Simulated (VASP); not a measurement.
# RbMgSbO3 (R3m) in VASP: further runs

The runs below take RbMgSbO3 through single point, with PBE.

Everything below comes from runs of VASP 6.6.1. Logs are shortened: lines on timing, memory, paths and dates and some standing lists are left out, and cuts for length are marked.

## (1) The cell of the first run

Symmetry: R3m, No. 160, trigonal system. The conventional cell has a = 6.369 Å, b = 6.369 Å, c = 11.458 Å, α = 90.00°, β = 90.00°, γ = 120.00°. Within 4.3 Å of Rb (site symmetry 3m) lie 9 O at 3.28 to 3.35 Å and 4 Sb at 3.68 to 3.73 Å and 3 Mg at 3.82 Å. Mg (site symmetry 3m) has 3 O at 1.94 Å within 2.6 Å. Within 2.6 Å of Sb (site symmetry 3m) lie 3 O at 1.98 Å. O (site symmetry m) has 1 Mg at 1.94 Å and 1 Sb at 1.98 Å within 2.6 Å.

## (2) Single point, PBE

The input, INCAR:

```
SYSTEM = RbMgSbO3
ALGO = Normal ; EDIFF = 1E-7
ENCUT = 520 ; GGA = PE
ISIF = 2 ; ISMEAR = 0
LASPH = .True. ; LCHARG = .False.
LREAL = .False. ; LWAVE = .False.
NBANDS = 26 ; NELM = 100
PREC = Accurate ; SIGMA = 0.01
```

The input, KPOINTS:

```
k-points
0
Gamma
  4 4 4
  0 0 0
```

The input, POSCAR:

```
RbMgSbO3
1.0
    3.1843681115      1.8384962779      3.8191996097
   -3.1843681115      1.8384962779      3.8191996097
    0.0000000000     -3.6769925558      3.8191996097
Rb Mg Sb O
1 1 1 3
Direct
    0.8952780000      0.8952780000      0.8952780000
    0.3185390000      0.3185390000      0.3185390000
    0.5701280000      0.5701280000      0.5701280000
    0.4946450000      0.4946450000      0.9672600000
    0.9672600000      0.4946450000      0.4946450000
    0.4946450000      0.9672600000      0.4946450000
```

Potentials or basis: VASP PAW PBE potentials, release 64 (Rb_sv, Mg, Sb, O).

Started as:

```bash
$ cat potpaw_PBE.64/Rb_sv/POTCAR potpaw_PBE.64/Mg/POTCAR potpaw_PBE.64/Sb/POTCAR potpaw_PBE.64/O/POTCAR > POTCAR
$ mpirun -np 1 vasp_std > vasp.out
```

OUTCAR:

```text
SYSTEM = RbMgSbO3
   EDIFF = 1E-7
   ENCUT = 520
   GGA = PE
   ISIF = 2
   ISMEAR = 0
   LASPH = .True.
   LREAL = .False.
   NELM = 100
   PREC = Accurate

 ion  position               nearest neighbor table
   1  0.895  0.895  0.895-   5 3.28   6 3.28   4 3.28   4 3.35   4 3.35   5 3.35   6 3.35   6 3.35
                             5 3.35   3 3.68   3 3.68   3 3.68   3 3.73   2 3.82   2 3.82   2 3.82
   2  0.319  0.319  0.319-   5 1.94   6 1.94   4 1.94   3 2.88   1 3.82   1 3.82   1 3.82   1 4.61
                             1 4.61   1 4.61
   3  0.570  0.570  0.570-   5 1.98   6 1.98   4 1.98   2 2.88   1 3.68   1 3.68   1 3.68   1 3.73

   4  0.495  0.495  0.967-   2 1.94   3 1.98   1 3.28   1 3.35   1 3.35
   5  0.967  0.495  0.495-   2 1.94   3 1.98   1 3.28   1 3.35   1 3.35
   6  0.495  0.967  0.495-   2 1.94   3 1.98   1 3.28   1 3.35   1 3.35

  LATTYP: Found a trigonal (rhomboedric) cell.
 ALAT       =     5.3015620259
 COS(alpha) =     0.2784456479

  Lattice vectors:

 A1 = (   3.1843681115,   1.8384962779,   3.8191996097)
 A2 = (  -3.1843681115,   1.8384962779,   3.8191996097)
 A3 = (   0.0000000000,  -3.6769925558,   3.8191996097)

Analysis of symmetry for initial positions (statically):
=====================================================================
 Subroutine PRICEL returns:
 Original cell was already a primitive cell.

 Routine SETGRP: Setting up the symmetry group for a
 trigonal (rhombohedral) supercell.

 Subroutine GETGRP returns: Found  6 space group operations
 (whereof  6 operations were pure point group operations)
 out of a pool of 12 trial point group operations.

The static configuration has the point symmetry C_3v.

Analysis of symmetry for dynamics (positions and initial velocities):
=====================================================================
 Subroutine PRICEL returns:
 Original cell was already a primitive cell.

 Routine SETGRP: Setting up the symmetry group for a
 trigonal (rhombohedral) supercell.

 Subroutine GETGRP returns: Found  6 space group operations
 (whereof  6 operations were pure point group operations)
 out of a pool of 12 trial point group operations.

The dynamic configuration has the point symmetry C_3v.

 Subroutine INISYM returns: Found  6 space group operations
 (whereof  6 operations are pure point group operations),
 and found     1 'primitive' translations

----------------------------------------------------------------------------------------

                                     Primitive cell

  volume of cell :     134.1559

  direct lattice vectors                    reciprocal lattice vectors
     3.184368111  1.838496278  3.819199610     0.157017023  0.090653796  0.087278322
    -3.184368111  1.838496278  3.819199610    -0.157017023  0.090653796  0.087278322
     0.000000000 -3.676992556  3.819199610     0.000000000 -0.181307592  0.087278322

  length of vectors
     5.301561515  5.301561515  5.301562026     0.201221176  0.201221176  0.201221143

  position of ions in fractional coordinates (direct lattice)
     0.895278000  0.895278000  0.895278000
     0.318539000  0.318539000  0.318539000
     0.570128000  0.570128000  0.570128000
     0.494645000  0.494645000  0.967260000
     0.967260000  0.494645000  0.494645000
     0.494645000  0.967260000  0.494645000

  ion indices of the primitive-cell ions
   primitive index   ion index
                 1           1
                 2           2
                 3           3
                 4           4
                 5           5
                 6           6

----------------------------------------------------------------------------------------

 KPOINTS: k-points

Automatic generation of k-mesh.
 Grid dimensions read from file:
 generate k-points for:    4    4    4

 Generating k-lattice:

  Cartesian coordinates                     Fractional coordinates (reciprocal lattice)
     0.039254256  0.022663449  0.021819581     0.250000000  0.000000000  0.000000000
    -0.039254256  0.022663449  0.021819581     0.000000000  0.250000000  0.000000000
     0.000000000 -0.045326898  0.021819581     0.000000000  0.000000000  0.250000000

  Length of vectors
     0.050305294  0.050305294  0.050305286

  Shift w.r.t. Gamma in fractional coordinates (k-lattice)
     0.000000000  0.000000000  0.000000000

 Subroutine IBZKPT returns following result:
 ===========================================

 Found     13 irreducible k-points:

 Following reciprocal coordinates:
            Coordinates               Weight
  0.000000  0.000000  0.000000      1.000000
  0.250000  0.000000  0.000000      6.000000
  0.500000  0.000000  0.000000      3.000000
  0.250000  0.250000  0.000000      6.000000
  0.500000  0.250000  0.000000     12.000000
 -0.250000  0.250000  0.000000      6.000000
  0.500000  0.500000  0.000000      3.000000
  0.250000  0.250000  0.250000      2.000000
  0.500000  0.250000  0.250000      6.000000
 -0.250000  0.250000  0.250000      6.000000
  0.500000  0.500000  0.250000      6.000000
 -0.250000  0.500000  0.250000      6.000000
  0.500000  0.500000  0.500000      1.000000
   k-points           NKPTS =     13   k-points in BZ     NKDIM =     13   number of bands    NBANDS=     26
   number of dos      NEDOS =    301   number of ions     NIONS =      6
   total plane-waves  NPLWV =  64000
   dimension x,y,z NGX =    40 NGY =   40 NGZ =   40
   dimension x,y,z NGXF=    80 NGYF=   80 NGZF=   80
   ions per type =               1   1   1   3
   NGX,Y,Z   is equivalent  to a cutoff of  12.54, 12.54, 12.54 a.u.
   NGXF,Y,Z  is equivalent  to a cutoff of  25.09, 25.09, 25.09 a.u.
 SYSTEM =  RbMgSbO3
   PREC   = accura    normal or accurate (medium, high low for compatibility)
   ISTART =      0    job   : 0-new  1-cont  2-samecut
   ICHARG =      2    charge: 1-file 2-atom 10-const
   ISPIN  =      1    spin polarized calculation?
   LNONCOLLINEAR =      F non collinear calculations
   LSORBIT =      F    spin-orbit coupling
   LASPH  =      T    aspherical Exc in radial PAW
   ENCUT  =  520.0 eV  38.22 Ry    6.18 a.u.   9.86  9.86  9.86*2*pi/ulx,y,z
   NELM   =    100;   NELMIN=  2; NELMDL= -5     # of ELM steps
   EDIFF  = 0.1E-06   stopping-criterion for ELM
   LREAL  =      F    real-space projection
   EDIFFG = 0.1E-05   stopping-criterion for IOM
   NSW    =      0    number of steps for IOM
   IBRION =     -1    ionic relax: 0-MD 1-quasi-New 2-CG
   NFREE  =      0    steps in history (QN), initial steepest desc. (CG)
   ISIF   =      2    stress and relaxation
   ISYM   =      2    0-nonsym 1-usesym 2-fastsym
   POTIM  = 0.5000    time-step for ionic-motion
   TEBEG  =    0.0;   TEEND  =   0.0 temperature during run
   PSTRESS=    0.0 pullay stress
   NELECT =      34.0000    total number of electrons
   NUPDOWN=      -1.0000    fix difference up-down
   EMIN   =  10.00;   EMAX   =-10.00  energy-range for DOS
   EFERMI =   0.00;   METHOD = LEGACY
   ISMEAR =     0;   SIGMA  =   0.01  broadening in eV -4-tet -1-fermi 0-gaus
   EFERMI_NEDOS =   21; number of points for ismear=-14 and -15
   IALGO  =     38    algorithm
   IMIX   =      4    mixing-type and parameters
     AMIX     =   0.40;   BMIX     =  1.00
     AMIX_MAG =   1.60;   BMIX_MAG =  1.00
  volume/ion in A,a.u.               =      22.36       150.89
  Fermi-wavevector in a.u.,A,eV,Ry     =   1.036012  1.957778 14.603404  1.073320
  Thomas-Fermi vector in A             =   2.170382
   LORBIT       =      0    0 simple, 1 ext, 2 COOP (PROOUT), +10 PAW based schemes
   GGA     = PE    functional components
   LHFCALC =     F    Hartree Fock is set to
   AEXX    =    0.0000 exact exchange contribution
   IVDW    =     0    specifies the selected vdW correction
   LEPSILON=     F    determine dielectric tensor
   LRPA    =     F    only Hartree local field effects (RPA)
 non-spin polarized calculation
 Gauss-broadening in eV      SIGMA  =   0.01
  energy-cutoff  :      520.00
  volume of cell :      134.16
 maximum number of plane-waves:      3632
   NGX = 19   NGY = 19   NGZ = 19

 number of electron      34.0000010 magnetization

 Free energy of the ion-electron system (eV)
  ---------------------------------------------------
  ext. energy  EPLUGINS =         0.00000000
  ---------------------------------------------------
  free energy    TOTEN  =       -31.85256465 eV

  energy without entropy =      -31.85256465  energy(sigma->0) =      -31.85256465

 E-fermi :   1.4600     XC(G=0):  -7.9292

 val. band max:        1.3487407752   @ k =   0.5000   0.5000   0.5000
 cond. band min:       4.1981921707   @ k =   0.0000   0.0000   0.0000
 fundamental gap:      2.8494513955
 Fermi energy:         1.4599979447

 k-point     1 :       0.0000    0.0000    0.0000
  band No.  band energies     occupation
      1     -24.9508      2.00000
      2     -16.5128      2.00000
      3     -15.5024      2.00000
      4     -15.5024      2.00000
      5      -9.0939      2.00000
      6      -9.0939      2.00000
[... 18 lines left out ...]
     25       9.0395      0.00000
     26       9.0395      0.00000

 k-point     2 :       0.2500    0.0000    0.0000
  band No.  band energies     occupation
      1     -24.9500      2.00000
      2     -16.4703      2.00000
      3     -15.5648      2.00000
      4     -15.5027      2.00000
      5      -9.0898      2.00000
      6      -9.0773      2.00000
[... 18 lines left out ...]
     25       9.3995      0.00000
     26       9.4032      0.00000

 k-point     3 :       0.5000    0.0000    0.0000
  band No.  band energies     occupation
      1     -24.9491      2.00000
      2     -16.4216      2.00000
      3     -15.6335      2.00000
      4     -15.5031      2.00000
      5      -9.0856      2.00000
      6      -9.0607      2.00000
[... 18 lines left out ...]
     25       9.0657      0.00000
     26       9.2263      0.00000

 k-point     4 :       0.2500    0.2500    0.0000
  band No.  band energies     occupation
      1     -24.9494      2.00000
      2     -16.4584      2.00000
      3     -15.5575      2.00000
      4     -15.5219      2.00000
      5      -9.0891      2.00000
      6      -9.0838      2.00000
[... 18 lines left out ...]
     25       9.2500      0.00000
     26       9.3646      0.00000

 k-point     5 :       0.5000    0.2500    0.0000
  band No.  band energies     occupation
      1     -24.9486      2.00000
      2     -16.4085      2.00000
      3     -15.6307      2.00000
      4     -15.5189      2.00000
      5      -9.0837      2.00000
      6      -9.0722      2.00000
[... 18 lines left out ...]
     25       9.0820      0.00000
     26       9.1856      0.00000

 k-point     6 :      -0.2500    0.2500    0.0000
  band No.  band energies     occupation
      1     -24.9492      2.00000
      2     -16.4222      2.00000
      3     -15.6248      2.00000
      4     -15.5111      2.00000
      5      -9.0805      2.00000
      6      -9.0691      2.00000
[... 18 lines left out ...]
     25       9.0362      0.00000
     26       9.5774      0.00000

 k-point     7 :       0.5000    0.5000    0.0000
  band No.  band energies     occupation
      1     -24.9480      2.00000
      2     -16.3954      2.00000
      3     -15.6213      2.00000
      4     -15.5414      2.00000
      5      -9.0843      2.00000
      6      -9.0759      2.00000
[... 18 lines left out ...]
     25       8.9816      0.00000
     26       9.3809      0.00000

 k-point     8 :       0.2500    0.2500    0.2500
  band No.  band energies     occupation
      1     -24.9491      2.00000
      2     -16.4790      2.00000
      3     -15.5190      2.00000
      4     -15.5190      2.00000
      5      -9.1017      2.00000
      6      -9.1017      2.00000
[... 18 lines left out ...]
     25       9.3802      0.00000
     26       9.3815      0.00000

 k-point     9 :       0.5000    0.2500    0.2500
  band No.  band energies     occupation
      1     -24.9483      2.00000
      2     -16.4333      2.00000
      3     -15.5845      2.00000
      4     -15.5192      2.00000
      5      -9.0978      2.00000
      6      -9.0933      2.00000
[... 18 lines left out ...]
     25       9.2955      0.00000
     26       9.3132      0.00000

 k-point    10 :      -0.2500    0.2500    0.2500
  band No.  band energies     occupation
      1     -24.9486      2.00000
      2     -16.4090      2.00000
      3     -15.6265      2.00000
      4     -15.5222      2.00000
      5      -9.0852      2.00000
      6      -9.0768      2.00000
[... 18 lines left out ...]
     25       9.3028      0.00000
     26       9.4278      0.00000

 k-point    11 :       0.5000    0.5000    0.2500
  band No.  band energies     occupation
      1     -24.9477      2.00000
      2     -16.4210      2.00000
      3     -15.5772      2.00000
      4     -15.5384      2.00000
      5      -9.1002      2.00000
      6      -9.0973      2.00000
[... 18 lines left out ...]
     25       9.1496      0.00000
     26       9.9111      0.00000

 k-point    12 :      -0.2500    0.5000    0.2500
  band No.  band energies     occupation
      1     -24.9480      2.00000
      2     -16.3950      2.00000
      3     -15.6340      2.00000
      4     -15.5286      2.00000
      5      -9.0896      2.00000
      6      -9.0804      2.00000
[... 18 lines left out ...]
     25       8.9898      0.00000
     26       9.4502      0.00000

 k-point    13 :       0.5000    0.5000    0.5000
  band No.  band energies     occupation
      1     -24.9474      2.00000
      2     -16.4442      2.00000
      3     -15.5353      2.00000
      4     -15.5353      2.00000
      5      -9.1103      2.00000
      6      -9.1103      2.00000
[... 18 lines left out ...]
     25       9.8049      0.00000
     26       9.8452      0.00000

------------------------ aborting loop because EDIFF is reached ----------------------------------------

  FORCE on cell =-STRESS in cart. coord.  units (eV):
  Direction    XX          YY          ZZ          XY          YZ          ZX
  --------------------------------------------------------------------------------------
  -------------------------------------------------------------------------------------
  Total       -2.3597148     -2.3597161      0.5576468     -0.0000000     -0.0000000      0.0000000
  in kB      -28.1812645    -28.1812796      6.6597846     -0.0000000     -0.0000000      0.0000000
  external PRESSURE =     -16.5675865 kB  Pullay stress =       0.0000000 kB

 VOLUME and BASIS-vectors are now :
 -----------------------------------------------------------------------------
  energy-cutoff  :      520.00
  volume of cell :      134.16
      direct lattice vectors                 reciprocal lattice vectors
     3.184368111  1.838496278  3.819199610     0.157017023  0.090653796  0.087278322
    -3.184368111  1.838496278  3.819199610    -0.157017023  0.090653796  0.087278322
     0.000000000 -3.676992556  3.819199610     0.000000000 -0.181307592  0.087278322

 POSITION                                       TOTAL-FORCE (eV/Angst)
 -----------------------------------------------------------------------------------
      0.00000      0.00000     10.25774         0.000000      0.000000     -0.021114
      0.00000      0.00000      3.64969         0.000000      0.000000      0.048971
      0.00000      0.00000      6.53230         0.000000      0.000000      0.684930
      0.00000     -1.73780      7.47245         0.000000      0.170713     -0.237596
      1.50498      0.86890      7.47245        -0.147842     -0.085357     -0.237596
     -1.50498      0.86890      7.47245         0.147842     -0.085357     -0.237596
 -----------------------------------------------------------------------------------
    total drift:                               -0.000000      0.000010      0.000066

  FREE ENERGIE OF THE ION-ELECTRON SYSTEM (eV)
  ---------------------------------------------------
  free  energy   TOTEN  =       -31.8525646490 eV

  energy  without entropy=      -31.8525646490  energy(sigma->0) =      -31.85256465
```

Wall time 1.9 min (1 thread of Intel Xeon 8259CL, shared host); peak memory 0.27 GiB.

What came out:

```yaml
Free_energy: -31.8526 eV
Pressure: -1.7 GPa
Largest_force: 0.685 eV/Å
Band_gap_on_the_k_mesh: 2.85 eV
```

Forces in eV/Å, atoms in the order of the input:
```
Rb   0.000  0.000 -0.021
Mg   0.000  0.000  0.049
Sb   0.000  0.000  0.685
O    0.000  0.171 -0.238
O   -0.148 -0.085 -0.238
O    0.148 -0.085 -0.238
```

Stress tensor (GPa, compression positive):
```
-2.82  0.00  0.00
 0.00 -2.82  0.00
 0.00  0.00  0.67
```

Caveat: spin-orbit coupling is left out, which moves the levels of the heavy elements.

## (3) Single point, PBE

This run uses another cell than the first one, of 23.00 Å³/atom.

The input, INCAR:

```
PREC = Accurate ; ENCUT = 520
EDIFF = 1E-6 ; ISMEAR = 0
SIGMA = 0.01 ; LREAL = False
LASPH = True ; NELM = 60
ALGO = Normal ; ISIF = 2
LWAVE = False ; LCHARG = False
GGA = PE ; NBANDS = 26
```

The input, KPOINTS:

```
Automatic mesh
0
Gamma
  4 4 4
```

POSCAR: that of step 2 with these lines changed.

```diff
@@ -2,5 +2,5 @@
 1.0
-    3.1843681115      1.8384962779      3.8191996097
-   -3.1843681115      1.8384962779      3.8191996097
-    0.0000000000     -3.6769925558      3.8191996097
+    3.2146972522      1.8560068201      3.8555751286
+   -3.2146972522      1.8560068201      3.8555751286
+    0.0000000000     -3.7120136402      3.8555751286
 Rb Mg Sb O
```

Potentials or basis: VASP PAW PBE potentials, release 64 (Rb_sv, Mg, Sb, O).

Started as:

```bash
$ cat potpaw_PBE.64/Rb_sv/POTCAR potpaw_PBE.64/Mg/POTCAR potpaw_PBE.64/Sb/POTCAR potpaw_PBE.64/O/POTCAR > POTCAR
$ mpirun -np 1 vasp_std > vasp.out
```

Run time: 93 s. Hardware: 1 thread of Intel Xeon 8259CL, shared host; peak memory 0.27 GiB.

Results (log left out):

| Quantity | Value |
| --- | --- |
| Free energy | -31.7948 eV |
| Pressure | -3.2 GPa |
| Largest force | 1.147 eV/Å |
| Band gap on the k mesh | 2.75 eV |

Forces in eV/Å, atoms in the order of the input:
```
Rb   0.000  0.000 -0.036
Mg   0.000  0.000  0.044
Sb   0.000  0.000  1.147
O    0.000  0.293 -0.385
O   -0.254 -0.146 -0.385
O    0.254 -0.146 -0.385
```

Stress tensor (GPa, compression positive):
```
-4.67  0.00  0.00
 0.00 -4.67  0.00
 0.00  0.00 -0.39
```

Levels at points of the mesh, in eV from the valence-band top:
```
           k point  band 15  band 16  band 17  band 18  band 19  band 20
(0.00, 0.00, 0.00)    -1.72    -1.72    -1.14     2.88     4.85     4.85
(0.50, 0.00, 0.00)    -1.79    -1.45    -1.11     3.12     4.66     4.85
(0.50, 0.50, 0.00)    -1.76    -1.36    -0.52     2.99     3.48     4.64
(0.50, 0.50, 0.50)    -1.56    -1.08     0.00     2.75     2.86     2.86
```

Caveat: the cell stands under tension; spin-orbit coupling is left out, which moves the levels of the heavy elements; forces of over 1 eV/Å act on the atoms, so gaps and moduli don't describe the material at rest. A k mesh can miss the band edges.
